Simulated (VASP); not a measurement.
**GaAsSe3: single point with PBE**

The system is GaAsSe3.

```
Ga As Se
1.0
     4.94478    0.00000    0.00000
     0.00000    4.94478    0.00000
     0.00000    0.00000    4.94478
Ga As Se
1 1 3
Cartesian
  0.0000 0.0000 0.0000
  2.4724 2.4724 2.4724
  2.4724 0.0000 0.0000
  0.0000 2.4724 0.0000
  0.0000 0.0000 2.4724
```

* Program: VASP 6.6.1
* Task: single point
* Functional: PBE
* Potentials or basis: VASP PAW PBE potentials, release 64 (Ga_d, As, Se)
* Cutoff: 500 eV
* k mesh: 3 × 3 × 3
* Occupations: gaussian, width 0.15 eV
* Spin: no spin polarisation
* Dipole correction: no
* Further INCAR settings: ALGO = Normal; EDIFF = 1e-06; NBANDS = 26

```
Pressure               : 0.5 GPa
Band gap on the k mesh : zero (band 18 reaches 3.30 eV, above the bottom of band 19 at 2.42 eV)
```

Levels at points of the mesh, in eV from the Fermi level:
```
           k point  band 15  band 16  band 17  band 18  band 19  band 20  band 21  band 22  band 23  band 24
(0.00, 0.00, 0.00)    -1.49    -1.49    -0.88    -0.88    -0.88     1.63     1.63     1.63     5.25     5.25
```

Run time: 27 s on 1 thread of Intel Xeon 8259CL (shared host), peak memory 0.21 GiB.

Caveat: the k points lie up to 0.42 Å⁻¹ apart.
